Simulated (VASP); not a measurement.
# SrH12Br2O6 (P321) in VASP: further runs

Aim: see how the results for SrH12Br2O6 move with the level of theory and the settings. Levels: PBE, LDA, r2SCAN. Tasks: electric field gradients.

All numbers are computed with VASP 6.6.1; they aren't measurements. Logs are shortened: lines on timing, memory, paths and dates and some standing lists are left out, and cuts for length are marked.

### Step 1. The cell of the first run

Symmetry: P321, No. 150, trigonal system. Conventional cell: a = 8.204 Å, b = 8.204 Å, c = 4.159 Å, α = 90.00°, β = 90.00°, γ = 120.00°. Within 3.4 Å of Sr (site symmetry 32) lie 9 O at 2.55 to 2.71 Å and 18 H at 3.01 to 3.24 Å. Within 1.2 Å of H (site symmetry 1) lie 1 O at 0.91 Å. Within 1.1 Å of H (site symmetry 1) lie 1 O at 0.78 Å. Within 3.8 Å of Br (site symmetry 3) lie 15 H at 2.50 to 3.72 Å and 9 O at 3.35 to 3.66 Å. Within 1.1 Å of O (site symmetry 2) lie 2 H at 0.78 Å. O (site symmetry 2) has 2 H at 0.91 Å within 1.2 Å.

### Step 2. Electric field gradients, PBE

INCAR

```
SYSTEM = SrH12Br2O6
  PREC = Accurate
  ENCUT = 520
  EDIFF = 1E-8
  ISMEAR = -1
  SIGMA = 0.02
  LREAL = Auto
  LASPH = .True.
  NELM = 80
  ALGO = Normal
  ISIF = 2
  LWAVE = .False.
  LCHARG = .False.
  GGA = PE
  LEFG = .True.
  NBANDS = 52
```

KPOINTS

```
Automatic mesh
0
Gamma
  3 3 5
  0 0 0
```

POSCAR

```
SrH12Br2O6
1.0
    8.2040000000      0.0000000000      0.0000000000
   -4.1020000000      7.1048724126      0.0000000000
    0.0000000000      0.0000000000      4.1590000000
Sr H Br O
1 12 2 6
Direct
    0.0000000000      0.0000000000      0.0000000000
    0.0730000000      0.3900000000      0.8400000000
    0.6100000000      0.6830000000      0.8400000000
    0.3170000000      0.9270000000      0.8400000000
    0.3900000000      0.0730000000      0.1600000000
    0.6830000000      0.6100000000      0.1600000000
    0.9270000000      0.3170000000      0.1600000000
    0.3150000000      0.2360000000      0.4600000000
    0.7640000000      0.0790000000      0.4600000000
    0.9210000000      0.6850000000      0.4600000000
    0.2360000000      0.3150000000      0.5400000000
    0.0790000000      0.7640000000      0.5400000000
    0.6850000000      0.9210000000      0.5400000000
    0.3333333333      0.6666666667      0.5595000000
    0.6666666667      0.3333333333      0.4405000000
    0.7874000000      0.0000000000      0.5000000000
    0.0000000000      0.7874000000      0.5000000000
    0.2126000000      0.2126000000      0.5000000000
    0.3112000000      0.0000000000      0.0000000000
    0.0000000000      0.3112000000      0.0000000000
    0.6888000000      0.6888000000      0.0000000000
```

Potentials or basis: VASP PAW PBE potentials, release 64 (Sr_sv, H, Br, O).

Launch:

```sh
cat potpaw_PBE.64/Sr_sv/POTCAR potpaw_PBE.64/H/POTCAR potpaw_PBE.64/Br/POTCAR potpaw_PBE.64/O/POTCAR > POTCAR
mpirun -np 1 vasp_std > vasp.out
```

OUTCAR:

```text
SYSTEM = SrH12Br2O6
   PREC = Accurate
   ENCUT = 520
   EDIFF = 1E-8
   ISMEAR = -1
   LREAL = Auto
   LASPH = .True.
   NELM = 80
   ISIF = 2
   GGA = PE

 ion  position               nearest neighbor table
   1  0.000  0.000  0.000-  20 2.55  21 2.55  19 2.55  18 2.71  17 2.71  17 2.71  18 2.71  16 2.71
                            16 2.71
   2  0.073  0.390  0.840-  20 0.91
   3  0.610  0.683  0.840-  21 0.91
   4  0.317  0.927  0.840-  19 0.91
   5  0.390  0.073  0.160-  19 0.91
   6  0.683  0.610  0.160-  21 0.91
   7  0.927  0.317  0.160-  20 0.91
   8  0.315  0.236  0.460-  18 0.78
   9  0.764  0.079  0.460-  16 0.78
  10  0.921  0.685  0.460-  17 0.78
  11  0.236  0.315  0.540-  18 0.78
  12  0.079  0.764  0.540-  17 0.78
  13  0.685  0.921  0.540-  16 0.78
  14  0.333  0.667  0.559-
  15  0.667  0.333  0.441-
  16  0.787  0.000  0.500-   9 0.78  13 0.78   1 2.71   1 2.71
  17  0.000  0.787  0.500-  10 0.78  12 0.78   1 2.71   1 2.71
  18  0.213  0.213  0.500-  11 0.78   8 0.78   1 2.71   1 2.71
  19  0.311  0.000  0.000-   4 0.91   5 0.91   1 2.55
  20  0.000  0.311  0.000-   2 0.91   7 0.91   1 2.55
  21  0.689  0.689  0.000-   6 0.91   3 0.91   1 2.55

  LATTYP: Found a hexagonal cell.
 ALAT       =     8.2040000000
 C/A-ratio  =     0.5069478303

  Lattice vectors:

 A1 = (   8.2040000000,   0.0000000000,   0.0000000000)
 A2 = (  -4.1020000000,   7.1048724126,   0.0000000000)
 A3 = (   0.0000000000,   0.0000000000,   4.1590000000)

Analysis of symmetry for initial positions (statically):
=====================================================================
 Subroutine PRICEL returns:
 Original cell was already a primitive cell.

 Routine SETGRP: Setting up the symmetry group for a
 hexagonal supercell.

 Subroutine GETGRP returns: Found  6 space group operations
 (whereof  6 operations were pure point group operations)
 out of a pool of 24 trial point group operations.

The static configuration has the point symmetry D_3 .

Analysis of symmetry for dynamics (positions and initial velocities):
=====================================================================
 Subroutine PRICEL returns:
 Original cell was already a primitive cell.

 Routine SETGRP: Setting up the symmetry group for a
 hexagonal supercell.

 Subroutine GETGRP returns: Found  6 space group operations
 (whereof  6 operations were pure point group operations)
 out of a pool of 24 trial point group operations.

The dynamic configuration has the point symmetry D_3 .

 Subroutine INISYM returns: Found  6 space group operations
 (whereof  6 operations are pure point group operations),
 and found     1 'primitive' translations

----------------------------------------------------------------------------------------

                                     Primitive cell

  volume of cell :     242.4213

  direct lattice vectors                    reciprocal lattice vectors
     8.204000000  0.000000000  0.000000000     0.121891760  0.070374241  0.000000000
    -4.102000000  7.104872413  0.000000000     0.000000000  0.140748481  0.000000000
     0.000000000  0.000000000  4.159000000     0.000000000  0.000000000  0.240442414

  length of vectors
     8.204000000  8.204000000  4.159000000     0.140748481  0.140748481  0.240442414

  position of ions in fractional coordinates (direct lattice)
     0.000000000  0.000000000  0.000000000
     0.073000000  0.390000000  0.840000000
     0.610000000  0.683000000  0.840000000
     0.317000000  0.927000000  0.840000000
     0.390000000  0.073000000  0.160000000
     0.683000000  0.610000000  0.160000000
[... 13 lines left out ...]
     0.000000000  0.311200000  0.000000000
     0.688800000  0.688800000  0.000000000

[... 81 lines left out ...]
   EDIFF  = 0.1E-07   stopping-criterion for ELM
   LREAL  =      T    real-space projection
   EDIFFG = 0.1E-06   stopping-criterion for IOM
   NSW    =      0    number of steps for IOM
   IBRION =     -1    ionic relax: 0-MD 1-quasi-New 2-CG
   NFREE  =      0    steps in history (QN), initial steepest desc. (CG)
   ISIF   =      2    stress and relaxation
   ISYM   =      2    0-nonsym 1-usesym 2-fastsym
   POTIM  = 0.5000    time-step for ionic-motion
   TEBEG  =    0.0;   TEEND  =   0.0 temperature during run
   PSTRESS=    0.0 pullay stress
   NELECT =      72.0000    total number of electrons
   NUPDOWN=      -1.0000    fix difference up-down
   EMIN   =  10.00;   EMAX   =-10.00  energy-range for DOS
   EFERMI =   0.00;   METHOD = LEGACY
   ISMEAR =    -1;   SIGMA  =   0.02  broadening in eV -4-tet -1-fermi 0-gaus
   EFERMI_NEDOS =   21; number of points for ismear=-14 and -15
   IALGO  =     38    algorithm
   IMIX   =      4    mixing-type and parameters
     AMIX     =   0.40;   BMIX     =  1.00
     AMIX_MAG =   1.60;   BMIX_MAG =  1.00
  volume/ion in A,a.u.               =      11.54        77.90
  Fermi-wavevector in a.u.,A,eV,Ry     =   1.092267  2.064085 16.232385  1.193047
  Thomas-Fermi vector in A             =   2.228529
   LORBIT       =      0    0 simple, 1 ext, 2 COOP (PROOUT), +10 PAW based schemes
   GGA     = PE    functional components
   LHFCALC =     F    Hartree Fock is set to
   AEXX    =    0.0000 exact exchange contribution
   IVDW    =     0    specifies the selected vdW correction
   LEPSILON=     F    determine dielectric tensor
   LRPA    =     F    only Hartree local field effects (RPA)
 non-spin polarized calculation
  energy-cutoff  :      520.00
  volume of cell :      242.42
 maximum number of plane-waves:      6567
 NGX is ok and might be reduce to    64
   NGX = 31   NGY = 31   NGZ = 15

 number of electron      72.0000019 magnetization

 Free energy of the ion-electron system (eV)
  ---------------------------------------------------
  ext. energy  EPLUGINS =         0.00000000
  ---------------------------------------------------
  free energy    TOTEN  =       -87.56616767 eV

  energy without entropy =      -87.56616767  energy(sigma->0) =      -87.56616767

 E-fermi :  -0.0201     XC(G=0):  -7.8395

 val. band max:       -0.5420696818   @ k =   0.0000   0.0000   0.0000
 cond. band min:       3.1255893603   @ k =   0.0000   0.0000   0.0000
 fundamental gap:      3.6676590421
 Fermi energy:        -0.0201292544

 k-point     1 :       0.0000    0.0000    0.0000
  band No.  band energies     occupation
      1     -34.2352      2.00000
      2     -24.7181      2.00000
      3     -24.6865      2.00000
      4     -24.6865      2.00000
      5     -21.2097      2.00000
      6     -21.2097      2.00000
[... 550 lines left out ...]
     47       7.3846      0.00000
     48       7.9260      0.00000
 [bands above 48 left out]

------------------------ aborting loop because EDIFF is reached ----------------------------------------

  FORCE on cell =-STRESS in cart. coord.  units (eV):
  Direction    XX          YY          ZZ          XY          YZ          ZX
  --------------------------------------------------------------------------------------
  -------------------------------------------------------------------------------------
  Total       53.5039567     53.5039567     16.0200020      0.0000000      0.0000000      0.0000000
  in kB      353.6108863    353.6108863    105.8771621      0.0000000      0.0000000      0.0000000
  external PRESSURE =     271.0329782 kB  Pullay stress =       0.0000000 kB

 VOLUME and BASIS-vectors are now :
 -----------------------------------------------------------------------------
  energy-cutoff  :      520.00
  volume of cell :      242.42
      direct lattice vectors                 reciprocal lattice vectors
     8.204000000  0.000000000  0.000000000     0.121891760  0.070374241  0.000000000
    -4.102000000  7.104872413  0.000000000     0.000000000  0.140748481  0.000000000
     0.000000000  0.000000000  4.159000000     0.000000000  0.000000000  0.240442414

 POSITION                                       TOTAL-FORCE (eV/Angst)
 -----------------------------------------------------------------------------------
      0.00000      0.00000      0.00000         0.000000      0.000000      0.000000
     -1.00089      2.77090      3.49356         0.042618      3.514693     -1.900270
      2.20277      4.85263      3.49356        -3.065122     -1.720438     -1.900270
     -1.20189      6.58622      3.49356         3.022504     -1.794255     -1.900270
      2.90011      0.51866      0.66544         3.022504      1.794255      1.900270
      3.10111      4.33397      0.66544         0.042618     -3.514693      1.900270
[... 13 lines left out ...]
     -1.27654      2.21104      0.00000         2.807008     -4.861881      0.000000
      2.82546      4.89384      0.00000         2.807008      4.861881      0.000000
 -----------------------------------------------------------------------------------
    total drift:                                0.000000     -0.000000     -0.000000

  FREE ENERGIE OF THE ION-ELECTRON SYSTEM (eV)
  ---------------------------------------------------
  free  energy   TOTEN  =       -87.5661676688 eV

  energy  without entropy=      -87.5661676688  energy(sigma->0) =      -87.56616767

 Electric field gradients (V/A^2)
---------------------------------------------------------------------
 ion       V_xx      V_yy      V_zz      V_xy      V_xz      V_yz
---------------------------------------------------------------------
   1     -15.180   -15.181    30.360    -0.001    -0.000     0.000
   2     -22.541     4.839    17.703    14.673   -21.224   -41.028
   3      10.701   -28.403    17.702     4.519    46.142     2.133
   4     -14.714    -2.989    17.702   -19.192   -24.919    38.894
   5     -14.714    -2.989    17.703    19.192    24.920    38.894
   6     -22.541     4.839    17.702   -14.673    21.224   -41.026
[... 13 lines left out ...]
  20     -25.436   -32.748    58.184     6.337  -120.816   -69.753
  21     -25.436   -32.748    58.184    -6.333   120.816   -69.753
---------------------------------------------------------------------

 Electric field gradients after diagonalization (V/A^2)
 (convention: |V_zz| > |V_xx| > |V_yy|)
----------------------------------------------------------------------
 ion       V_xx      V_yy      V_zz     asymmetry (V_yy - V_xx)/ V_zz
----------------------------------------------------------------------
   1     -15.181   -15.179    30.360       0.000
   2     -32.890   -27.829    60.719       0.083
   3     -32.889   -27.828    60.717       0.083
   4     -32.890   -27.828    60.718       0.083
   5     -32.890   -27.829    60.719       0.083
   6     -32.889   -27.828    60.717       0.083
[... 13 lines left out ...]
  20    -126.919   -36.408   163.326       0.554
  21    -126.921   -36.405   163.325       0.554
----------------------------------------------------------------------

           NMR quadrupolar parameters

 Cq : quadrupolar parameter    Cq=e*Q*V_zz/h
 eta: asymmetry parameters     (V_yy - V_xx)/ V_zz
 Q  : nuclear electric quadrupole moment in mb (millibarn)
----------------------------------------------------------------------
 ion       Cq(MHz)       eta       Q (mb)
----------------------------------------------------------------------
   1       0.073       0.000       1.000
   2       0.147       0.083       1.000
   3       0.147       0.083       1.000
   4       0.147       0.083       1.000
   5       0.147       0.083       1.000
   6       0.147       0.083       1.000
[... 13 lines left out ...]
  20       0.395       0.554       1.000
  21       0.395       0.554       1.000
----------------------------------------------------------------------
```

Wall time 3.4 min (1 thread of Intel Xeon Platinum 8488C (Sapphire Rapids), shared host); peak memory 0.39 GiB.

What came out:

* Free energy: -87.5662 eV
* Pressure: 27.1 GPa
* Largest force: 25.377 eV/Å
* Band gap on the k mesh: 3.67 eV
* Largest electric field gradient by atom: Sr +30.4; H +60.7, +153.2, +153.1 (each value once); Br -137.8; O -103.8, +163.3 (each value once) V/Å²

Forces on the atoms (eV/Å):
```
Sr    0.000   0.000   0.000
H     0.043   3.515  -1.900
H    -3.065  -1.720  -1.900
H     3.023  -1.794  -1.900
H     3.023   1.794   1.900
H     0.043  -3.515   1.900
H    -3.065   1.720   1.900
H    20.557   2.972  -4.433
H   -12.853  16.317  -4.433
H    -7.705 -19.289  -4.433
H    -7.705  19.289   4.433
H    20.557  -2.972   4.433
H   -12.853 -16.317   4.433
Br    0.000   0.000   0.116
Br    0.000   0.000  -0.116
O    25.377   0.000   0.000
O   -12.689  21.977   0.000
O   -12.689 -21.977   0.000
O    -5.614   0.000   0.000
O     2.807  -4.862   0.000
O     2.807   4.862   0.000
```

Stress tensor (GPa, compression positive):
```
35.36  0.00  0.00
 0.00 35.36  0.00
 0.00  0.00 10.59
```

Electric field gradients, principal values (V/Å²):
```csv
atom,least,middle,greatest (by size)
1 Sr,-15.179,-15.181,30.360
2 H,-27.829,-32.890,60.719
3 H,-27.828,-32.889,60.717
4 H,-27.828,-32.890,60.718
5 H,-27.829,-32.890,60.719
6 H,-27.828,-32.889,60.717
7 H,-27.828,-32.890,60.718
8 H,-71.563,-81.587,153.150
9 H,-71.568,-81.585,153.153
10 H,-71.559,-81.583,153.142
11 H,-71.563,-81.587,153.150
12 H,-71.568,-81.585,153.153
13 H,-71.559,-81.583,153.142
14 Br,68.906,68.906,-137.812
15 Br,68.906,68.906,-137.812
16 O,16.078,87.738,-103.816
17 O,16.078,87.738,-103.816
18 O,16.079,87.737,-103.816
19 O,-36.408,-126.919,163.326
20 O,-36.408,-126.919,163.326
21 O,-36.405,-126.921,163.325
```

Caveat: the cell stands under pressure; without QUAD_EFG the Cq values of the log hold for a quadrupole moment of 1 mb, not for the nuclei; forces of over 1 eV/Å act on the atoms, so gaps and moduli don't describe the material at rest.

[end of part 1 of 2]
